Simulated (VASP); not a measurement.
LiTaO2:

```
CELL_PARAMETERS angstrom
2.71838 0.00000 0.00000
0.00000 3.23712 0.00000
0.00000 0.00000 5.21602
ATOMIC_POSITIONS crystal
Li 0.50000 0.50000 0.50000
Ta 0.00000 0.00000 0.00000
O 0.00000 0.50000 0.27085
O 0.00000 0.50000 0.72915
```

The cell was built from a structure type or drawn by symmetry, and may not be a known phase.

| Property | Result |
| --- | --- |
| Program | VASP 6.6.1 |
| Task | relaxation of cell and atoms |
| Functional | PBE |
| Potentials or basis | VASP PAW PBE potentials, release 64 (Li_sv, Ta_pv, O) |
| Cutoff | 600 eV |
| k mesh | 6 × 6 × 4 |
| Occupations | gaussian, width 0.1 eV |
| Spin | no spin polarisation |

At the start: pressure -3.9 GPa; volume 11.47 Å³/atom.

**Question.** How do energy, volume and symmetry change on relaxing?

**Answer.** Over 12 steps the energy falls by 233.8 meV/atom and the volume is 12.13 Å³/atom (+5.7 %); space group Pmmm (No. 47, to 0.1 Å) before and after.

Step by step:
| step | energy change (eV) | largest force (eV/Å) | pressure (GPa) | volume (Å³) |
| --- | --- | --- | --- | --- |
| 1 | 0.0000 | 3.9899 | -3.85 | 45.90 |
| 2 | 0.2351 | 5.0365 | 43.15 | 43.68 |
| 3 | -0.8032 | 0.3290 | 9.21 | 44.91 |
| 4 | -0.8035 | 0.2291 | 9.68 | 44.89 |
| 5 | -0.9232 | 0.4591 | -2.25 | 48.80 |
| 6 | -0.9240 | 0.4343 | -1.43 | 48.47 |
| 7 | -0.9303 | 0.1968 | 1.21 | 48.51 |
| 8 | -0.9327 | 0.0200 | 0.26 | 48.50 |
| 9 | -0.9347 | 0.0177 | -0.19 | 48.61 |
| 10 | -0.9351 | 0.0181 | -0.44 | 48.68 |
| 11 | -0.9354 | 0.0477 | 0.17 | 48.49 |
| 12 | -0.9354 | 0.0365 | 0.07 | 48.52 |

Final structure:
```xyz
4
Lattice="2.8885 0.0000 0.0000 0.0000 3.0814 0.0000 0.0000 0.0000 5.4518" Properties=species:S:1:pos:R:3 pbc="T T T"
Li    1.4443    1.5407    2.7259
Ta    0.0000    0.0000    0.0000
O     0.0000    1.5407    1.3280
O     0.0000    1.5407    4.1238
```

Caveat: the k points lie up to 0.36 Å⁻¹ apart in the final cell, too coarse for converged energies and pressures of a metal; the cutoff is under 1.25 times the usual one of these potentials, so pressure, stress and relaxed cells hold a basis-set (Pulay) error.
